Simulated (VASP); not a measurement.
# Sb (P6_3/mmc) in VASP: notebook

The runs below take Sb through single point, with LDA.

All numbers are computed with VASP 6.6.1; they aren't measurements. Logs are shortened: lines on timing, memory, paths and dates and some standing lists are left out, and cuts for length are marked.

## Step 1: The cell of the first run

The structure is hexagonal, space group P6_3/mmc (No. 194). The conventional cell has a = 2.947 Å, b = 2.947 Å, c = 4.833 Å, α = 90.00°, β = 90.00°, γ = 120.00°. Within 3.9 Å of Sb (site symmetry -6m2) lie 12 Sb at 2.95 to 2.96 Å.

## Step 2: Single point, LDA

The input, INCAR:

```
PREC = Accurate
ENCUT = 520
EDIFF = 1E-6
ISMEAR = -1
SIGMA = 0.08
LREAL = F
LASPH = T
NELM = 60
ALGO = Normal
ISIF = 2
LWAVE = F
LCHARG = T
LELF = T
LVHAR = T
NBANDS = 12
```

The input, KPOINTS:

```
regular mesh
0
Gamma
  15 15 8
```

The input, POSCAR:

```
Sb
1.0
    2.9467493854      0.0000000000      0.0000000000
   -1.4733746927      2.5519598264      0.0000000000
    0.0000000000      0.0000000000      4.8331177283
Sb
2
Direct
    0.3333333333      0.6666666667      0.2500000000
    0.6666666667      0.3333333333      0.7500000000
```

Potentials or basis: VASP PAW LDA potentials, release 64 (Sb).

Run with:

```sh
cat potpaw_LDA.64/Sb/POTCAR > POTCAR
mpirun -np 1 vasp_std > vasp.out
```

OUTCAR:

```text
PREC = Accurate
   ENCUT = 520
   EDIFF = 1E-6
   ISMEAR = -1
   LREAL = F
   LASPH = T
   NELM = 60
   ISIF = 2

 ion  position               nearest neighbor table
   1  0.333  0.667  0.250-   2 2.96   2 2.96   2 2.96   2 2.96   2 2.96   2 2.96
   2  0.667  0.333  0.750-   1 2.96   1 2.96   1 2.96   1 2.96   1 2.96   1 2.96

  LATTYP: Found a hexagonal cell.
 ALAT       =     2.9467493854
 C/A-ratio  =     1.6401522818

  Lattice vectors:

 A1 = (   2.9467493854,   0.0000000000,   0.0000000000)
 A2 = (  -1.4733746927,   2.5519598264,   0.0000000000)
 A3 = (   0.0000000000,   0.0000000000,   4.8331177283)

Analysis of symmetry for initial positions (statically):
=====================================================================
 Subroutine PRICEL returns:
 Original cell was already a primitive cell.

 Routine SETGRP: Setting up the symmetry group for a
 hexagonal supercell.

 Subroutine GETGRP returns: Found 24 space group operations
 (whereof 12 operations were pure point group operations)
 out of a pool of 24 trial point group operations.

The static configuration has the point symmetry D_3d.
 The point group associated with its full space group is D_6h.

Analysis of symmetry for dynamics (positions and initial velocities):
=====================================================================
 Subroutine PRICEL returns:
 Original cell was already a primitive cell.

 Routine SETGRP: Setting up the symmetry group for a
 hexagonal supercell.

 Subroutine GETGRP returns: Found 24 space group operations
 (whereof 12 operations were pure point group operations)
 out of a pool of 24 trial point group operations.

The dynamic configuration has the point symmetry D_3d.
 The point group associated with its full space group is D_6h.

 Subroutine INISYM returns: Found 24 space group operations
 (whereof 12 operations are pure point group operations),
 and found     1 'primitive' translations

----------------------------------------------------------------------------------------

                                     Primitive cell

  volume of cell :      36.3450

  direct lattice vectors                    reciprocal lattice vectors
     2.946749385  0.000000000  0.000000000     0.339356989  0.195927849  0.000000000
    -1.473374693  2.551959826  0.000000000     0.000000000  0.391855698  0.000000000
     0.000000000  0.000000000  4.833117728     0.000000000  0.000000000  0.206905781

  length of vectors
     2.946749385  2.946749385  4.833117728     0.391855698  0.391855698  0.206905781

  position of ions in fractional coordinates (direct lattice)
     0.333333333  0.666666667  0.250000000
     0.666666667  0.333333333  0.750000000

  ion indices of the primitive-cell ions
   primitive index   ion index
                 1           1
                 2           2

----------------------------------------------------------------------------------------

 KPOINTS: regular mesh

Automatic generation of k-mesh.
 Grid dimensions read from file:
 generate k-points for:   15   15    8

 Generating k-lattice:

  Cartesian coordinates                     Fractional coordinates (reciprocal lattice)
     0.022623799  0.013061857  0.000000000     0.066666667  0.000000000  0.000000000
     0.000000000  0.026123713  0.000000000     0.000000000  0.066666667  0.000000000
     0.000000000  0.000000000  0.025863223     0.000000000  0.000000000  0.125000000

  Length of vectors
     0.026123713  0.026123713  0.025863223

  Shift w.r.t. Gamma in fractional coordinates (k-lattice)
     0.000000000  0.000000000  0.000000000

 Subroutine IBZKPT returns following result:
 ===========================================

 Found    135 irreducible k-points:

 Following reciprocal coordinates:
            Coordinates               Weight
  0.000000  0.000000  0.000000      1.000000
  0.066667  0.000000  0.000000      6.000000
  0.133333  0.000000  0.000000      6.000000
  0.200000 -0.000000  0.000000      6.000000
  0.266667  0.000000  0.000000      6.000000
  0.333333 -0.000000  0.000000      6.000000
[... 16 lines left out ...]
  0.333333  0.200000  0.000000     12.000000
  0.400000  0.200000  0.000000      6.000000
 [... further k-points ...]
   k-points           NKPTS =    135   k-points in BZ     NKDIM =    135   number of bands    NBANDS=     12
   number of dos      NEDOS =    301   number of ions     NIONS =      2
   total plane-waves  NPLWV =  20736
   dimension x,y,z NGX =    24 NGY =   24 NGZ =   36
   dimension x,y,z NGXF=    48 NGYF=   48 NGZF=   72
   ions per type =               2
   NGX,Y,Z   is equivalent  to a cutoff of  13.54, 13.54, 12.38 a.u.
   NGXF,Y,Z  is equivalent  to a cutoff of  27.08, 27.08, 24.77 a.u.
 SYSTEM =  unknown system
   PREC   = accura    normal or accurate (medium, high low for compatibility)
   ISTART =      0    job   : 0-new  1-cont  2-samecut
   ICHARG =      2    charge: 1-file 2-atom 10-const
   ISPIN  =      1    spin polarized calculation?
   LNONCOLLINEAR =      F non collinear calculations
   LSORBIT =      F    spin-orbit coupling
   LASPH  =      T    aspherical Exc in radial PAW
   ENCUT  =  520.0 eV  38.22 Ry    6.18 a.u.   5.48  5.48  8.99*2*pi/ulx,y,z
   NELM   =     60;   NELMIN=  2; NELMDL= -5     # of ELM steps
   EDIFF  = 0.1E-05   stopping-criterion for ELM
   LREAL  =      F    real-space projection
   EDIFFG = 0.1E-04   stopping-criterion for IOM
   NSW    =      0    number of steps for IOM
   IBRION =     -1    ionic relax: 0-MD 1-quasi-New 2-CG
   NFREE  =      0    steps in history (QN), initial steepest desc. (CG)
   ISIF   =      2    stress and relaxation
   ISYM   =      2    0-nonsym 1-usesym 2-fastsym
   POTIM  = 0.5000    time-step for ionic-motion
   TEBEG  =    0.0;   TEEND  =   0.0 temperature during run
   PSTRESS=    0.0 pullay stress
   NELECT =      10.0000    total number of electrons
   NUPDOWN=      -1.0000    fix difference up-down
   EMIN   =  10.00;   EMAX   =-10.00  energy-range for DOS
   EFERMI =   0.00;   METHOD = LEGACY
   ISMEAR =    -1;   SIGMA  =   0.08  broadening in eV -4-tet -1-fermi 0-gaus
   EFERMI_NEDOS =   21; number of points for ismear=-14 and -15
   IALGO  =     38    algorithm
   IMIX   =      4    mixing-type and parameters
     AMIX     =   0.40;   BMIX     =  1.00
     AMIX_MAG =   1.60;   BMIX_MAG =  1.00
  volume/ion in A,a.u.               =      18.17       122.63
  Fermi-wavevector in a.u.,A,eV,Ry     =   1.064780  2.012143 15.425703  1.133757
  Thomas-Fermi vector in A             =   2.200310
   LORBIT       =      0    0 simple, 1 ext, 2 COOP (PROOUT), +10 PAW based schemes
   GGA     = CA    functional components
   LHFCALC =     F    Hartree Fock is set to
   AEXX    =    0.0000 exact exchange contribution
   IVDW    =     0    specifies the selected vdW correction
   LEPSILON=     F    determine dielectric tensor
   LRPA    =     F    only Hartree local field effects (RPA)
 non-spin polarized calculation
  energy-cutoff  :      520.00
  volume of cell :       36.34
 maximum number of plane-waves:      1008
 NGX is ok and might be reduce to    24
   NGX = 11   NGY = 11   NGZ = 17

 number of electron      10.0000000 magnetization

 number of electron       9.9999999 magnetization

 Free energy of the ion-electron system (eV)
  ---------------------------------------------------
  ext. energy  EPLUGINS =         0.00000000
  ---------------------------------------------------
  free energy    TOTEN  =        -7.26774921 eV

  energy without entropy =       -7.24548614  energy(sigma->0) =       -7.25661767

 E-fermi :  14.7485     XC(G=0): -12.1439

 val. band max:       14.7482590589   @ k =   0.2667   0.2667   0.0000
 cond. band min:      14.7727607579   @ k =   0.4000   0.0667   0.2500
 fundamental gap:      0.0245016990
 Fermi energy:        14.7485180991

 k-point     1 :       0.0000    0.0000    0.0000
  band No.  band energies     occupation
      1      -2.1147      2.00000
      2       4.1733      2.00000
      3       5.8616      2.00000
      4      20.3287      0.00000
      5      20.3287      0.00000
      6      22.6198      0.00000
      7      22.6198      0.00000
      8      23.2354      0.00000
      9      23.7614      0.00000
     10      24.0675      0.00000
     11      26.3777      0.00000
     12      26.7355      0.00000

 k-point     2 :       0.0667    0.0000    0.0000
  band No.  band energies     occupation
      1      -2.0041      2.00000
      2       4.2746      2.00000
      3       5.9809      2.00000
      4      18.9561      0.00000
      5      19.6965      0.00000
      6      21.9152      0.00000
      7      23.1483      0.00000
      8      23.2185      0.00000
      9      24.3145      0.00000
     10      24.6026      0.00000
     11      25.8209      0.00000
     12      25.8426      0.00000

 k-point     3 :       0.1333    0.0000    0.0000
  band No.  band energies     occupation
      1      -1.6721      2.00000
      2       4.5792      2.00000
      3       6.3366      2.00000
      4      16.5399      0.00000
      5      18.5935      0.00000
      6      20.8965      0.00000
      7      22.6342      0.00000
      8      22.6511      0.00000
      9      23.4494      0.00000
     10      24.6539      0.00000
     11      25.5348      0.00000
     12      26.0521      0.00000
[... 286 lines left out ...]
 k-point    23 :       0.3333    0.2000    0.0000
  band No.  band energies     occupation
      1       3.2668      2.00000
      2       6.6127      2.00000
      3       9.4169      2.00000
      4      10.5942      2.00000
      5      11.1520      2.00000
      6      13.0163      2.00000
      7      14.8292      0.53460
      8      16.1660      0.00000
      9      18.9293      0.00000
     10      24.6558      0.00000
     11      28.6857      0.00000
     12      28.6949      0.00000

 k-point    24 :       0.4000    0.2000    0.0000
  band No.  band energies     occupation
      1       4.3341      2.00000
      2       5.4338      2.00000
      3       9.7757      2.00000
      4      11.2582      2.00000
      5      11.5609      2.00000
      6      11.8823      2.00000
      7      13.9836      1.99986
      8      16.0433      0.00000
      9      18.7921      0.00000
     10      24.5862      0.00000
     11      28.9357      0.00000
     12      29.2904      0.00000

 [... further k-points ...]
[... 5 lines left out ...]
  --------------------------------------------------------------------------------------
  -------------------------------------------------------------------------------------
  Total       12.6596263     12.6596263     12.6115774      0.0000000      0.0000000      0.0000000
  in kB      558.0679205    558.0679205    555.9498041      0.0000000      0.0000000      0.0000000
  external PRESSURE =     557.3618817 kB  Pullay stress =       0.0000000 kB

 VOLUME and BASIS-vectors are now :
 -----------------------------------------------------------------------------
  energy-cutoff  :      520.00
  volume of cell :       36.34
      direct lattice vectors                 reciprocal lattice vectors
     2.946749385  0.000000000  0.000000000     0.339356989  0.195927849  0.000000000
    -1.473374693  2.551959826  0.000000000     0.000000000  0.391855698  0.000000000
     0.000000000  0.000000000  4.833117728     0.000000000  0.000000000  0.206905781

 POSITION                                       TOTAL-FORCE (eV/Angst)
 -----------------------------------------------------------------------------------
     -0.00000      1.70131      1.20828         0.000000     -0.000000      0.000000
      1.47337      0.85065      3.62484        -0.000000      0.000000      0.000000
 -----------------------------------------------------------------------------------
    total drift:                                0.000000     -0.000000      0.000000

  FREE ENERGIE OF THE ION-ELECTRON SYSTEM (eV)
  ---------------------------------------------------
  free  energy   TOTEN  =        -7.2677492103 eV

  energy  without entropy=       -7.2454861375  energy(sigma->0) =       -7.25661767
```

It took 40 s on 1 thread of Intel Xeon 8259CL, shared host; peak memory 0.17 GiB.

Results:

- Free energy: -7.2677 eV
- Pressure: 55.7 GPa
- Band gap on the k mesh: zero (band 5 reaches 21.65 eV, above the bottom of band 6 at 9.55 eV)

Caveat: spin-orbit coupling is left out, which moves the levels of the heavy elements.

(Part 1 of 2 ends here.)
